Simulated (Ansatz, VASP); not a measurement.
# Two plane-wave programs on Sb

Contents of INCAR:

```
SYSTEM = Sb
ALGO     = Normal         ! electronic algorithm
EDIFF    = 1E-6           ! SCF threshold, eV
ENCUT    = 520            ! plane-wave cutoff, eV
GGA      = PE             ! functional
ISIF     = 2              ! what is computed and relaxed
ISMEAR   = 0              ! smearing method
IVDW     = 12             ! dispersion correction
LASPH    = .TRUE.         ! aspherical terms in the spheres
LCHARG   = .FALSE.        ! write CHGCAR
LREAL    = .FALSE.        ! projectors in reciprocal space
LWAVE    = .FALSE.        ! write WAVECAR
NBANDS   = 12             ! bands
NELM     = 80             ! most SCF steps
PREC     = Accurate       ! precision mode
SIGMA    = 0.15           ! smearing width, eV
```

Contents of KPOINTS:

```
k-points
0
G
  18 18 10
  0 0 0
```

The input POSCAR:

```
Sb
1.0
    3.4700701849      0.0000000000      0.0000000000
   -1.7350350925      3.0051689330      0.0000000000
    0.0000000000      0.0000000000      5.3300000000
Sb
2
Direct
    0.3333333333      0.6666666667      0.2500000000
    0.6666666667      0.3333333333      0.7500000000
```

Input for Ansatz:

```yaml
crystal:
  lattice:
    - [3.4700701849, 0.0, 0.0]
    - [-1.7350350925, 3.005168933, 0.0]
    - [0.0, 0.0, 5.33]
  atoms:
    - { symbol: Sb, position: [0.3333333333, 0.6666666667, 0.25] }
    - { symbol: Sb, position: [0.6666666667, 0.3333333333, 0.75] }
basis:
  ecutwfc: 420
kpoints:
  mp_grid: { grid: [18, 18, 10] }
hamiltonian:
  xc: pbe
  dispersion: d3bj
scf:
  occupations: { method: gaussian, width: 0.15 }
output:
  forces: true
  stress: true
  eigenvalues: true
```

Change from the starting cell: strain +0.030 along x and y, +0.000 along z, atoms carried along.

Alike in both runs: task single point; functional PBE; dispersion D3(BJ); k mesh 18 × 18 × 10; occupations gaussian, width 0.15 eV; no spin polarisation.

```csv
,VASP,Ansatz
version,VASP 6.6.1,Ansatz 0.2.0
potentials or method,"VASP PAW PBE potentials, release 64 (Sb), cutoff 520 eV","scalar-relativistic, plane waves, PAW"
valence electrons in the cell,10,30
```

```csv
,VASP,Ansatz,Ansatz less VASP
gap on the k mesh at the Fermi level (eV),none,none,-
pressure (GPa),-3.7,-3.5,+0.13
"traceless stress, the component that is largest in VASP (GPa)",0.30,0.32,+0.014
```

A gap of «none» marks a metal or a gap that the smearing closes. VASP's potentials hold 10 valence electrons a cell and Ansatz's 30, so a difference there can come from the potentials and not from the codes.

Spin-orbit coupling is off throughout.
